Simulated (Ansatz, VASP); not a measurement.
## N: VASP beside Ansatz

INCAR

```
PREC = Accurate
ENCUT = 520
EDIFF = 1E-7
ISMEAR = 0
SIGMA = 0.05
LREAL = F
LASPH = T
NELM = 150
ALGO = Normal
ISIF = 2
LWAVE = F
LCHARG = F
ISPIN = 2
MAGMOM = 3.18 3.18
LORBIT = 11
NBANDS = 16
```

KPOINTS

```
Automatic mesh
0
Gamma
  12 12 6
```

POSCAR

```
N
1.0
    3.4150213012      0.0000000000      0.0000000000
   -1.7075106506      2.9574952013      0.0000000000
    0.0000000000      0.0000000000      6.6512426521
N
2
Direct
    0.3333333333      0.6666666667      0.2500000000
    0.6666666667      0.3333333333      0.7500000000
```

Input for Ansatz:

```yaml
crystal:
  lattice:
    - [3.4150213012, 0.0, 0.0]
    - [-1.7075106506, 2.9574952013, 0.0]
    - [0.0, 0.0, 6.6512426521]
  atoms:
    - { symbol: "N", position: [0.3333333333, 0.6666666667, 0.25], spin: 3.18 }
    - { symbol: "N", position: [0.6666666667, 0.3333333333, 0.75], spin: 3.18 }
basis:
  ecutwfc: 420
kpoints:
  mp_grid: { grid: [12, 12, 6] }
hamiltonian:
  xc: lda
scf:
  occupations: { method: gaussian, width: 0.05 }
output:
  forces: true
  stress: true
  eigenvalues: true
  populations: true
magnetization:
  spin_polarized: true
```

Alike in both runs: task single point; functional LDA; k mesh 12 × 12 × 6; occupations gaussian, width 0.05 eV; collinear spin.

|  | VASP | Ansatz |
| --- | --- | --- |
| version | VASP 6.6.1 | Ansatz 0.2.0 |
| potentials or method | VASP PAW LDA potentials, release 64 (N), cutoff 520 eV | scalar-relativistic, plane waves, PAW |
| valence electrons in the cell | 10 | 10 |

```csv
,VASP,Ansatz,Ansatz less VASP
gap on the k mesh at the Fermi level (eV),1.94,2.07,+0.128
least direct gap on the mesh (eV),1.94,2.07,+0.128
pressure (GPa),-0.3,-0.2,+0.07
"traceless stress, the component that is largest in VASP (GPa)",-0.17,-0.16,+0.010
net moment per atom (μB),3.00,3.00,0.000
size of the moment on the site where the two differ most (μB),1.93,2.86,+0.932
```

LDA's correlation is that of Perdew and Zunger in VASP and of Perdew and Wang (1992) in Ansatz. Site moments also hang on the region over which each program counts them.
